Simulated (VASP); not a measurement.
Si16H5Cl: single point with PBE+D3(BJ)

The system is Si16H5Cl, a slab with vacuum.

```
H Si Cl
1.0
     7.67918    0.00000    0.00000
     3.83959    6.65036    0.00000
     0.00000    0.00000   18.41877
H Si Cl
5 16 1
Cartesian
  1.9198 1.1084 1.0000
  5.7594 1.1084 1.0000
  3.8396 4.4336 1.0000
  7.6792 4.4336 1.0000
  -1.3078 -0.3182 6.7507
  1.9198 1.1084 2.5000
  5.7594 1.1084 2.5000
  3.8396 4.4336 2.5000
  7.6792 4.4336 2.5000
  -0.0091 2.2103 3.2259
  3.8423 2.2271 3.3114
  1.9279 5.5630 3.2746
  5.7635 5.5268 3.2251
  -0.1570 2.1810 5.5474
  3.5841 2.1203 5.7190
  1.5529 5.6150 5.5764
  5.5387 5.6536 5.5325
  0.2062 0.1937 6.8838
  3.5595 -0.0559 6.6626
  1.6851 3.4168 6.2893
  5.5272 3.3481 5.8242
  1.5271 3.4110 8.3794
```

* Program: VASP 6.6.1
* Task: single point
* Functional: PBE
* Dispersion: D3(BJ)
* Potentials or basis: VASP PAW PBE potentials, release 64 (H, Si, Cl)
* Cutoff: 520 eV
* k mesh: 2 × 2 × 1
* Occupations: gaussian, width 0.02 eV
* Spin: no spin polarisation
* Dipole correction: no
* Further INCAR settings: LREAL = Auto; ALGO = Normal; EDIFF = 1e-06; NBANDS = 55

```yaml
Largest_force: 0.514 eV/Å
Band_gap_on_the_k_mesh: 0.21 eV (least direct gap 0.35 eV)
Dispersion_energy_per_atom: -0.188 eV
```

Forces on the atoms (eV/Å):
```
H    0.077  0.066 -0.059
H   -0.120  0.014 -0.041
H   -0.129 -0.045 -0.067
H    0.013  0.045 -0.068
H   -0.149 -0.307 -0.080
Si   0.086 -0.054  0.020
Si  -0.148  0.084 -0.014
Si  -0.032 -0.026  0.016
Si   0.195 -0.066  0.072
Si   0.068  0.022 -0.054
Si   0.089  0.108 -0.001
Si   0.017 -0.044 -0.082
Si  -0.273  0.218 -0.134
Si   0.167 -0.250  0.095
Si   0.068 -0.186 -0.045
Si  -0.055  0.200 -0.012
Si   0.312 -0.325  0.249
Si  -0.201  0.400  0.085
Si   0.027  0.142  0.096
Si   0.038 -0.105  0.138
Si  -0.149  0.081 -0.115
Cl   0.099  0.030  0.001
```

Levels at points of the mesh, in eV from the valence-band top:
```
           k point  band 36  band 37  band 38  band 39  band 40  band 41
(0.00, 0.00, 0.00)    -0.42    -0.30    -0.14     0.21     1.02     1.21
(0.50, 0.00, 0.00)    -0.85    -0.56    -0.11     0.53     1.46     1.90
(0.50, 0.50, 0.00)    -0.79    -0.57    -0.03     0.50     1.64     1.85
(0.00, 0.50, 0.00)    -0.95    -0.51     0.00     0.57     1.54     1.77
```

It took 5.9 min on 1 thread of Intel(R) Xeon(R) 6975P-C (Granite Rapids), with other jobs on the host, peak memory 0.96 GiB.

Caveat: the k points lie up to 0.47 Å⁻¹ apart.
